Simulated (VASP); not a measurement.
The system is HgH3.

```
CELL_PARAMETERS angstrom
7.17408 0.09107 0.05329
0.09107 7.18661 0.03938
0.05329 0.03938 7.12635
ATOMIC_POSITIONS crystal
Hg 0.49807 0.53842 0.48294
Hg 0.97760 0.02299 0.00732
H 0.05509 0.47142 0.47431
H 0.94264 0.50018 0.49997
H 0.50742 0.05408 0.51127
H 0.49239 0.92829 0.50376
H 0.51209 0.49387 0.08161
H 0.51470 0.49076 0.93883
```

```yaml
Program: VASP 6.6.1
Task: relaxation of cell and atoms
Functional: PBE
Potentials_or_basis: VASP PAW PBE potentials, release 64 (Hg, H)
Cutoff: 600 eV
k_mesh: 2 × 2 × 2
Occupations: gaussian, width 0.1 eV
Spin: no spin polarisation
```

At the start: pressure -1.4 GPa; volume 45.92 Å³/atom.

Where does the relaxation end?

Over 24 steps the energy falls by 147.6 meV/atom and the volume is 48.81 Å³/atom (+6.3 %); space group P1 (No. 1, to 0.1 Å) before and after.

The path:
| step | energy change (eV) | largest force (eV/Å) | pressure (GPa) | volume (Å³) |
| --- | --- | --- | --- | --- |
| 1 | 0.0000 | 4.1694 | -1.37 | 367.33 |
| 2 | 0.6914 | 11.1386 | 2.68 | 346.84 |
| 3 | -1.1122 | 1.3368 | 0.09 | 356.29 |
| 4 | -0.8696 | 5.1494 | 0.30 | 355.88 |
| 5 | -1.1661 | 0.2873 | 0.10 | 356.16 |
| 6 | -1.1661 | 0.2926 | 0.10 | 356.16 |
| 7 | -1.1644 | 0.4562 | -0.04 | 357.25 |
| 8 | -1.1675 | 0.0665 | 0.04 | 356.59 |
| 9 | -1.1679 | 0.0657 | 0.04 | 357.10 |
| 10 | -1.1686 | 0.1766 | 0.04 | 358.60 |
| 11 | -1.1687 | 0.1747 | 0.04 | 358.72 |
| 12 | -1.1691 | 0.1688 | 0.04 | 359.06 |
| 13 | -1.1697 | 0.1572 | 0.04 | 359.75 |
| 14 | -1.1710 | 0.1340 | 0.04 | 361.13 |
| 15 | -1.1731 | 0.0880 | 0.04 | 363.90 |
| 16 | -1.1761 | 0.1414 | 0.04 | 369.48 |
| 17 | -1.1772 | 0.3414 | 0.04 | 380.78 |
| 18 | -1.1775 | 0.2800 | 0.04 | 377.33 |
| 19 | -1.1781 | 0.2481 | 0.04 | 378.45 |
| 20 | -1.1796 | 0.1534 | 0.02 | 381.83 |
| 21 | -1.1809 | 0.0713 | -0.01 | 388.65 |
| 22 | -1.1810 | 0.0684 | -0.02 | 389.57 |
| 23 | -1.1811 | 0.0460 | -0.01 | 389.95 |
| 24 | -1.1811 | 0.0235 | -0.01 | 390.46 |

Final structure:
```xyz
8
Lattice="7.2294 0.1075 0.0621 0.1045 7.4458 0.0875 0.0608 0.0873 7.2568" Properties=species:S:1:pos:R:3 pbc="T T T"
Hg    3.6803    3.9657    3.6649
Hg    7.0672    0.2786    0.1176
H     0.4324    3.5756    3.5089
H     6.9392    3.8388    3.7078
H     3.6881    0.4881    3.7437
H     3.7099    7.1886    3.7823
H     3.7649    3.7277    0.4765
H     3.8286    3.7863    6.9831
```

Caveat: the k points lie up to 0.43 Å⁻¹ apart in the final cell.
